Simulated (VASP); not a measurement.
A run of VASP 6.6.1 is set up as follows.

The input INCAR:

```
SYSTEM = Ru
PREC = Accurate
ENCUT = 520
EDIFF = 1E-6
ISMEAR = -1
SIGMA = 0.05
LREAL = .False.
LASPH = .True.
NELM = 100
ALGO = Normal
ISIF = 2
LWAVE = .False.
LCHARG = .True.
GGA = PE
LELF = .True.
LVHAR = .True.
NBANDS = 13
```

The input KPOINTS:

```
regular mesh
0
Gamma
  16 16 16
  0 0 0
```

The input POSCAR:

```
Ru
1.0
    0.0000000000      1.9525585549      1.9525585549
    1.9525585549      0.0000000000      1.9525585549
    1.9525585549      1.9525585549      0.0000000000
Ru
1
Direct
    0.0000000000      0.0000000000      0.0000000000
```

Potentials or basis: VASP PAW PBE potentials, release 64 (Ru_pv).

Launch:

```console
$ cat potpaw_PBE.64/Ru_pv/POTCAR > POTCAR
$ mpirun -np 1 vasp_std > vasp.out
```

What does it give for the pressure?

-18.9 GPa.

Predict the band gap on the k mesh.

zero (band 7 reaches 13.08 eV, above the bottom of band 8 at 9.99 eV).
